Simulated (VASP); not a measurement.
# AlN (P3m1) in VASP: a series of runs

Runs on AlN. Level: r2SCAN. Tasks: single point.

Everything below comes from runs of VASP 6.6.1. Logs are shortened: lines on timing, memory, paths and dates and some standing lists are left out, and cuts for length are marked.

### 1 The cell of the first run

Symmetry: P3m1, No. 156, trigonal system. Conventional cell: a = 3.107 Å, b = 3.107 Å, c = 9.657 Å, α = 90.00°, β = 90.00°, γ = 120.00°. Al (site symmetry 3m) has 4 N at 1.89 to 1.90 Å within 2.5 Å. Within 2.5 Å of Al (site symmetry 3m) lie 4 N at 1.89 to 1.90 Å. Within 2.1 Å of Al (site symmetry 3m) lie 4 N at 1.60 to 1.89 Å. Within 2.5 Å of Al (site symmetry 3m) lie 4 N at 1.89 to 1.90 Å. Within 2.5 Å of N (site symmetry 3m) lie 4 Al at 1.89 to 1.90 Å. Within 2.5 Å of N (site symmetry 3m) lie 4 Al at 1.89 to 1.90 Å. Within 2.1 Å of N (site symmetry 3m) lie 4 Al at 1.60 to 1.89 Å. Within 2.5 Å of N (site symmetry 3m) lie 4 Al at 1.89 to 1.90 Å.

### 2 Single point, r2SCAN

Contents of POSCAR:

```
AlN
1.0
   -3.1066653375      0.0000000000      0.0000000000
   -1.5533326688     -2.6904511034      0.0000000000
    0.0000000000      0.0000000000      9.6568096770
Al N
4 4
Direct
    0.3333333333      0.3333333333      0.6749322496
    0.3333333333      0.3333333333      0.1593991693
    0.6666666667      0.6666666667      0.9326987897
    0.6666666667      0.6666666667      0.4171657094
    0.3333333333      0.3333333333      0.8716669913
    0.3333333333      0.3333333333      0.3561339110
    0.6666666667      0.6666666667      0.0983673709
    0.6666666667      0.6666666667      0.6139004512
```

Contents of INCAR.step1:

```
SYSTEM = AlN
ALGO     = Normal         ! electronic algorithm
EDIFF    = 1E-4           ! SCF threshold, eV
ENCUT    = 520            ! plane-wave cutoff, eV
GGA      = PE             ! functional
ISMEAR   = 0              ! smearing method
LASPH    = .True.         ! aspherical terms in the spheres
LCHARG   = .False.        ! write CHGCAR
LREAL    = .False.        ! projectors in reciprocal space
LWAVE    = .True.         ! write WAVECAR
NBANDS   = 26             ! bands
NELM     = 80             ! most SCF steps
PREC     = Accurate       ! precision mode
SIGMA    = 0.05           ! smearing width, eV
```

Contents of INCAR.step2:

```
SYSTEM = AlN
ALGO     = Normal         ! electronic algorithm
EDIFF    = 1E-6           ! SCF threshold, eV
ENCUT    = 520            ! plane-wave cutoff, eV
ISIF     = 2              ! what is computed and relaxed
ISMEAR   = 0              ! smearing method
ISTART   = 1            
LASPH    = .True.         ! aspherical terms in the spheres
LCHARG   = .False.        ! write CHGCAR
LMIXTAU  = .True.       
LREAL    = .False.        ! projectors in reciprocal space
LWAVE    = .False.        ! write WAVECAR
METAGGA  = R2SCAN         ! meta-GGA
NBANDS   = 26             ! bands
NELM     = 80             ! most SCF steps
PREC     = Accurate       ! precision mode
SIGMA    = 0.05           ! smearing width, eV
```

Contents of KPOINTS:

```
k-points
0
Gamma
  8 8 3
  0 0 0
```

Potentials or basis: VASP PAW PBE potentials, release 64 (Al, N).

On the command line:

```sh
$ cat potpaw_PBE.64/Al/POTCAR potpaw_PBE.64/N/POTCAR > POTCAR
$ cp INCAR.step1 INCAR
$ mpirun -np 1 vasp_std > vasp.out
$ cp INCAR.step2 INCAR
$ mpirun -np 1 vasp_std > vasp.out
```

OUTCAR:

```text
SYSTEM = AlN
   EDIFF = 1E-6
   ENCUT = 520
   ISIF = 2
   ISMEAR = 0
   ISTART = 1
   LASPH = .True.
   LREAL = .False.
   METAGGA = R2SCAN
   NELM = 80
   PREC = Accurate

 ion  position               nearest neighbor table
   1  0.333  0.333  0.675-   8 1.89   8 1.89   8 1.89   5 1.90   3 3.07   3 3.07   3 3.07   4 3.07
                             4 3.07   4 3.07
   2  0.333  0.333  0.159-   7 1.89   7 1.89   7 1.89   6 1.90   3 2.83   3 2.83   3 2.83   4 3.07
                             4 3.07   4 3.07
   3  0.667  0.667  0.933-   7 1.60   5 1.89   5 1.89   5 1.89   2 2.83   2 2.83   2 2.83   1 3.07
                             1 3.07   1 3.07
   4  0.667  0.667  0.417-   6 1.89   6 1.89   6 1.89   8 1.90   2 3.07   2 3.07   2 3.07   1 3.07
                             1 3.07   1 3.07
   5  0.333  0.333  0.872-   3 1.89   3 1.89   3 1.89   1 1.90
   6  0.333  0.333  0.356-   4 1.89   4 1.89   4 1.89   2 1.90
   7  0.667  0.667  0.098-   3 1.60   2 1.89   2 1.89   2 1.89
   8  0.667  0.667  0.614-   1 1.89   1 1.89   1 1.89   4 1.90

  LATTYP: Found a hexagonal cell.
 ALAT       =     3.1066653376
 C/A-ratio  =     3.1084164619

  Lattice vectors:

 A1 = (   1.5533326688,   2.6904511034,   0.0000000000)
 A2 = (  -3.1066653375,   0.0000000000,   0.0000000000)
 A3 = (   0.0000000000,   0.0000000000,   9.6568096770)

Analysis of symmetry for initial positions (statically):
=====================================================================
 Subroutine PRICEL returns:
 Original cell was already a primitive cell.

 Routine SETGRP: Setting up the symmetry group for a
 hexagonal supercell.

 Subroutine GETGRP returns: Found  6 space group operations
 (whereof  6 operations were pure point group operations)
 out of a pool of 24 trial point group operations.

The static configuration has the point symmetry C_3v.

Analysis of symmetry for dynamics (positions and initial velocities):
=====================================================================
 Subroutine PRICEL returns:
 Original cell was already a primitive cell.

 Routine SETGRP: Setting up the symmetry group for a
 hexagonal supercell.

 Subroutine GETGRP returns: Found  6 space group operations
 (whereof  6 operations were pure point group operations)
 out of a pool of 24 trial point group operations.

The dynamic configuration has the point symmetry C_3v.

 Subroutine INISYM returns: Found  6 space group operations
 (whereof  6 operations are pure point group operations),
 and found     1 'primitive' translations

[... 112 lines left out ...]
   ISYM   =      2    0-nonsym 1-usesym 2-fastsym
   POTIM  = 0.5000    time-step for ionic-motion
   TEBEG  =    0.0;   TEEND  =   0.0 temperature during run
   PSTRESS=    0.0 pullay stress
   NELECT =      32.0000    total number of electrons
   NUPDOWN=      -1.0000    fix difference up-down
   EMIN   =  10.00;   EMAX   =-10.00  energy-range for DOS
   EFERMI =   0.00;   METHOD = LEGACY
   ISMEAR =     0;   SIGMA  =   0.05  broadening in eV -4-tet -1-fermi 0-gaus
   EFERMI_NEDOS =   21; number of points for ismear=-14 and -15
   IALGO  =     38    algorithm
   IMIX   =      4    mixing-type and parameters
     AMIX     =   0.40;   BMIX     =  1.00
     AMIX_MAG =   1.60;   BMIX_MAG =  1.00
  volume/ion in A,a.u.               =      10.09        68.09
  Fermi-wavevector in a.u.,A,eV,Ry     =   1.202653  2.272685 19.679122  1.446375
  Thomas-Fermi vector in A             =   2.338429
   LORBIT       =      0    0 simple, 1 ext, 2 COOP (PROOUT), +10 PAW based schemes
   METAGGA = R2SCAN    functional components
   LHFCALC =     F    Hartree Fock is set to
   AEXX    =    0.0000 exact exchange contribution
   IVDW    =     0    specifies the selected vdW correction
   LEPSILON=     F    determine dielectric tensor
   LRPA    =     F    only Hartree local field effects (RPA)
 non-spin polarized calculation
 Gauss-broadening in eV      SIGMA  =   0.05
  energy-cutoff  :      520.00
  volume of cell :       80.71
 maximum number of plane-waves:      2197
   NGX = 11   NGY = 11   NGZ = 35

 number of electron      31.9999995 magnetization

 Free energy of the ion-electron system (eV)
  ---------------------------------------------------
  ext. energy  EPLUGINS =         0.00000000
  ---------------------------------------------------
  free energy    TOTEN  =       -75.85791569 eV

  energy without entropy =      -75.85791569  energy(sigma->0) =      -75.85791569

 E-fermi :   6.5174     XC(G=0): -11.5483

 val. band max:        6.2319764948   @ k =   0.0000   0.0000   0.0000
 cond. band min:      11.3445647824   @ k =   0.0000   0.0000   0.0000
 fundamental gap:      5.1125882876
 Fermi energy:         6.5173632216

 k-point     1 :       0.0000    0.0000    0.0000
  band No.  band energies     occupation
      1     -10.2814      2.00000
      2      -9.1537      2.00000
      3      -8.6999      2.00000
      4      -7.4870      2.00000
      5       0.0567      2.00000
      6       2.7331      2.00000
[... 685 lines left out ...]
     25      18.2906      0.00000
     26      18.7799      0.00000

 [... further k-points ...]

------------------------ aborting loop because EDIFF is reached ----------------------------------------

  FORCE on cell =-STRESS in cart. coord.  units (eV):
  Direction    XX          YY          ZZ          XY          YZ          ZX
  --------------------------------------------------------------------------------------
  -------------------------------------------------------------------------------------
  Total        0.6861140      0.6861140     14.4419631      0.0000000      0.0000000      0.0000000
  in kB       13.6192625     13.6192625    286.6708718      0.0000000      0.0000000      0.0000000
  external PRESSURE =     104.6364656 kB  Pullay stress =       0.0000000 kB

 VOLUME and BASIS-vectors are now :
 -----------------------------------------------------------------------------
  energy-cutoff  :      520.00
  volume of cell :       80.71
      direct lattice vectors                 reciprocal lattice vectors
    -3.106665337  0.000000000  0.000000000    -0.321888550  0.185842441  0.000000000
    -1.553332669 -2.690451103  0.000000000     0.000000000 -0.371684882  0.000000000
     0.000000000  0.000000000  9.656809677     0.000000000  0.000000000  0.103553869

 POSITION                                       TOTAL-FORCE (eV/Angst)
 -----------------------------------------------------------------------------------
     -1.55333     -0.89682      6.51769        -0.000000     -0.000000      0.315763
     -1.55333     -0.89682      1.53929        -0.000000      0.000000      0.646534
     -3.10667     -1.79363      9.00689         0.000000      0.000000     -8.545545
     -3.10667     -1.79363      4.02849         0.000000     -0.000000      0.293234
     -1.55333     -0.89682      8.41752         0.000000      0.000000     -0.565809
     -1.55333     -0.89682      3.43912         0.000000      0.000000     -0.305423
     -3.10667     -1.79363      0.94991         0.000000      0.000000      8.449195
     -3.10667     -1.79363      5.92832         0.000000      0.000000     -0.287949
 -----------------------------------------------------------------------------------
    total drift:                                0.000000      0.000000      0.010998

  FREE ENERGIE OF THE ION-ELECTRON SYSTEM (eV)
  ---------------------------------------------------
  free  energy   TOTEN  =       -75.8579156873 eV

  energy  without entropy=      -75.8579156873  energy(sigma->0) =      -75.85791569
```

OUTCAR.step1:

```text
SYSTEM = AlN
   EDIFF = 1E-4
   ENCUT = 520
   GGA = PE
   ISMEAR = 0
   LASPH = .True.
   LREAL = .False.
   NELM = 80
[... 942 lines left out ...]
     -1.55333     -0.89682      3.43912        -0.000000      0.000000     -0.279090
     -3.10667     -1.79363      0.94991         0.000000      0.000000      8.323253
     -3.10667     -1.79363      5.92832        -0.000000     -0.000000     -0.261552
 -----------------------------------------------------------------------------------
    total drift:                                0.000000      0.000000     -0.000866

  FREE ENERGIE OF THE ION-ELECTRON SYSTEM (eV)
  ---------------------------------------------------
  free  energy   TOTEN  =       -58.4235577319 eV

  energy  without entropy=      -58.4235577319  energy(sigma->0) =      -58.42355773
```

Run time: 2.4 min. Hardware: 1 thread of Intel Xeon Platinum 8259CL at 2.50GHz (Skylake/Cascade Lake), shared host; peak memory 0.21 GiB.

What came out:

```
Free energy            : -75.8579 eV
Pressure               : 10.5 GPa
Largest force          : 8.546 eV/Å
Band gap on the k mesh : 5.11 eV, direct
```

Forces in eV/Å, atoms in the order of the input:
```
Al   0.000  0.000  0.316
Al   0.000  0.000  0.647
Al   0.000  0.000 -8.546
Al   0.000  0.000  0.293
N    0.000  0.000 -0.566
N    0.000  0.000 -0.305
N    0.000  0.000  8.449
N    0.000  0.000 -0.288
```

Stress tensor (GPa, compression positive):
```
 1.36  0.00  0.00
 0.00  1.36  0.00
 0.00  0.00 28.67
```

Levels at points of the mesh, in eV from the valence-band top:
| k point | band 13 | band 14 | band 15 | band 16 | band 17 | band 18 | band 19 | band 20 |
| --- | --- | --- | --- | --- | --- | --- | --- | --- |
| (0.00, 0.00, 0.00) | -0.42 | -0.02 | -0.02 | 0.00 | 5.11 | 7.06 | 7.39 | 7.82 |
| (0.50, 0.00, 0.00) | -1.42 | -1.34 | -1.13 | -0.54 | 5.91 | 6.16 | 6.58 | 6.75 |

Caveat: the PAW data sets were made with another functional, which shifts forces and pressure a little. A k mesh can miss the band edges.

### 3 Single point, r2SCAN

This run uses another cell than the first one, of 10.66 Å³/atom, 1.057 times its volume.

Contents of POSCAR:

```
AlN
1.0
   -3.1066653375      0.0000000000      0.0000000000
   -1.5533326688     -2.6904511034      0.0000000000
    0.0000000000      0.0000000000     10.2068096770
Al N
4 4
Direct
    0.3333333333      0.3333333333      0.6385631245
    0.3333333333      0.3333333333      0.1508098504
    0.6666666667      0.6666666667      0.8824397616
    0.6666666667      0.6666666667      0.3946864875
    0.3333333333      0.3333333333      0.8246966979
    0.3333333333      0.3333333333      0.3369434238
    0.6666666667      0.6666666667      0.0930667867
    0.6666666667      0.6666666667      0.5808200608
```

Contents of INCAR.step1:

```
  ALGO = Normal
  EDIFF = 1E-4
  ENCUT = 520
  GGA = PE
  ISMEAR = 0
  LASPH = T
  LCHARG = F
  LREAL = F
  LWAVE = T
  NBANDS = 26
  NELM = 100
  PREC = Accurate
  SIGMA = 0.05
```

Contents of INCAR.step2:

```
  ALGO = Normal
  EDIFF = 1E-6
  ENCUT = 520
  ISIF = 2
  ISMEAR = 0
  ISTART = 1
  LASPH = T
  LCHARG = F
  LMIXTAU = T
  LREAL = F
  LWAVE = F
  METAGGA = R2SCAN
  NBANDS = 26
  NELM = 100
  PREC = Accurate
  SIGMA = 0.05
```

Contents of KPOINTS:

```
k-points
0
Gamma
  8 8 3
```

Potentials or basis: VASP PAW PBE potentials, release 64 (Al, N).

On the command line:

```sh
$ cat potpaw_PBE.64/Al/POTCAR potpaw_PBE.64/N/POTCAR > POTCAR
$ cp INCAR.step1 INCAR
$ mpirun -np 1 vasp_std > vasp.out
$ cp INCAR.step2 INCAR
$ mpirun -np 1 vasp_std > vasp.out
```

Wall time 2.9 min (1 thread of Intel Xeon Platinum 8259CL at 2.50GHz (Skylake/Cascade Lake), shared host); peak memory 0.22 GiB.

The run converged. Its results:

```
Free energy            : -76.6008 eV
Pressure               : -3.7 GPa
Largest force          : 1.759 eV/Å
Band gap on the k mesh : 4.44 eV
```

Forces on the atoms (eV/Å):
```
Al   0.000  0.000 -0.305
Al   0.000  0.000 -0.631
Al   0.000  0.000  1.759
Al   0.000  0.000 -0.303
N    0.000  0.000  0.403
N    0.000  0.000  0.312
N    0.000  0.000 -1.530
N    0.000  0.000  0.295
```

Stress tensor (GPa, compression positive):
```
-1.11  0.00  0.00
 0.00 -1.11  0.00
 0.00  0.00 -8.99
```

Levels at points of the mesh, in eV from the valence-band top:
| k point | band 13 | band 14 | band 15 | band 16 | band 17 | band 18 | band 19 | band 20 |
| --- | --- | --- | --- | --- | --- | --- | --- | --- |
| (0.00, 0.00, 0.00) | -0.55 | -0.16 | 0.00 | 0.00 | 4.44 | 6.82 | 7.04 | 7.61 |
| (0.50, 0.00, 0.00) | -1.59 | -1.41 | -1.21 | -0.67 | 5.51 | 5.69 | 6.21 | 6.54 |

Caveat: the PAW data sets were made with another functional, which shifts forces and pressure a little. r2SCAN opens gaps a little over a GGA but as a rule still falls short of measured ones.

### 4 Single point, r2SCAN

This run uses another cell than the first one, of 10.93 Å³/atom, 1.083 times its volume.

Contents of POSCAR:

```
AlN
1.0
   -3.1066653375      0.0000000000      0.0000000000
   -1.5533326688     -2.6904511034      0.0000000000
    0.0000000000      0.0000000000     10.4568096770
Al N
4 4
Direct
    0.3333333333      0.3333333333      0.6232964432
    0.3333333333      0.3333333333      0.1472043088
    0.6666666667      0.6666666667      0.8613425104
    0.6666666667      0.6666666667      0.3852503760
    0.3333333333      0.3333333333      0.8049799601
    0.3333333333      0.3333333333      0.3288878257
    0.6666666667      0.6666666667      0.0908417585
    0.6666666667      0.6666666667      0.5669338929
```

Contents of INCAR.step1:

```
SYSTEM = AlN
ALGO = Normal
EDIFF = 1E-4
ENCUT = 520
GGA = PE
ISMEAR = 0
LASPH = .True.
LCHARG = .False.
LREAL = .False.
LWAVE = .True.
NBANDS = 26
NELM = 100
PREC = Accurate
SIGMA = 0.05
```

Contents of INCAR.step2:

```
SYSTEM = AlN
ALGO = Normal
EDIFF = 1E-7
ENCUT = 520
ISIF = 2
ISMEAR = 0
ISTART = 1
LASPH = .True.
LCHARG = .False.
LMIXTAU = .True.
LREAL = .False.
LWAVE = .False.
METAGGA = R2SCAN
NBANDS = 26
NELM = 100
PREC = Accurate
SIGMA = 0.05
```

Contents of KPOINTS:

```
k-points
0
Gamma
  8 8 3
  0 0 0
```

On the command line:

```sh
$ cat potpaw_PBE.64/Al/POTCAR potpaw_PBE.64/N/POTCAR > POTCAR
$ cp INCAR.step1 INCAR
$ mpirun -np 1 vasp_std > vasp.out
$ cp INCAR.step2 INCAR
$ mpirun -np 1 vasp_std > vasp.out
```

Run time: 3 min. Hardware: 1 thread of Intel Xeon Platinum 8259CL at 2.50GHz (Skylake/Cascade Lake), shared host; peak memory 0.22 GiB.

It converged, with:

```
Free energy            : -76.0030 eV
Pressure               : -5.0 GPa
Largest force          : 2.021 eV/Å
Band gap on the k mesh : 3.43 eV, direct
```

Forces in eV/Å, atoms in the order of the input:
```
Al   0.000  0.000 -0.597
Al   0.000  0.000 -1.234
Al   0.000  0.000  2.021
Al   0.000  0.000 -0.604
N    0.000  0.000  0.731
N    0.000  0.000  0.623
N    0.000  0.000 -1.525
N    0.000  0.000  0.585
```

Stress tensor (GPa, compression positive):
```
 -1.39   0.00   0.00
  0.00  -1.39   0.00
  0.00   0.00 -12.10
```

Levels at points of the mesh, in eV from the valence-band top:
```tsv
k point	band 13	band 14	band 15	band 16	band 17	band 18	band 19	band 20
(0.00, 0.00, 0.00)	-0.98	-0.65	0.00	0.00	3.43	6.00	6.40	7.20
(0.50, 0.00, 0.00)	-2.05	-1.82	-1.20	-0.77	4.53	4.90	5.68	6.19
```

Caveat: the PAW data sets were made with another functional, which shifts forces and pressure a little. r2SCAN opens gaps a little over a GGA but as a rule still falls short of measured ones.

[end of part 1 of 2]
